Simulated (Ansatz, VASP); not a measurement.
## Cu12H: VASP beside Ansatz

```
Cu H
1.0
     5.03783    0.00000    0.00000
     0.00000    5.03783    0.00000
     0.00000    0.00000   20.66228
Cu H
12 1
Direct
  0.25000 0.25000 0.19359
  0.25000 0.75000 0.19359
  0.75000 0.25000 0.19359
  0.75000 0.75000 0.19359
  0.00000 0.00000 0.27979
  0.00000 0.50000 0.27979
  0.50000 0.00000 0.27979
  0.50000 0.50000 0.27979
  0.25000 0.25000 0.36599
  0.25000 0.75000 0.36599
  0.75000 0.25000 0.36599
  0.75000 0.75000 0.36599
  0.33333 0.33333 0.50151
```

Alike in both runs: task single point; functional PBE; dispersion D3(BJ); k mesh 5 × 5 × 1; occupations gaussian, width 0.1 eV; no spin polarisation.

|  | VASP | Ansatz |
| --- | --- | --- |
| version | VASP 6.6.1 | Ansatz 0.2.0 |
| potentials or method | VASP PAW PBE potentials, release 64 (Cu, H), cutoff 520 eV | scalar-relativistic, plane waves, PAW |
| valence electrons in the cell | 133 | 229 |

|  | VASP | Ansatz | Ansatz less VASP |
| --- | --- | --- | --- |
| gap on the k mesh at the Fermi level (eV) | none | none | - |
| rms of the force components (eV/Å) | 0.241 | 0.237 | -0.0041 |

Atom by atom the forces differ by 0.015 eV/Å (rms over components). A gap of «none» marks a metal or a gap that the smearing closes. VASP's potentials hold 133 valence electrons a cell and Ansatz's 229, so a difference there can come from the potentials and not from the codes.
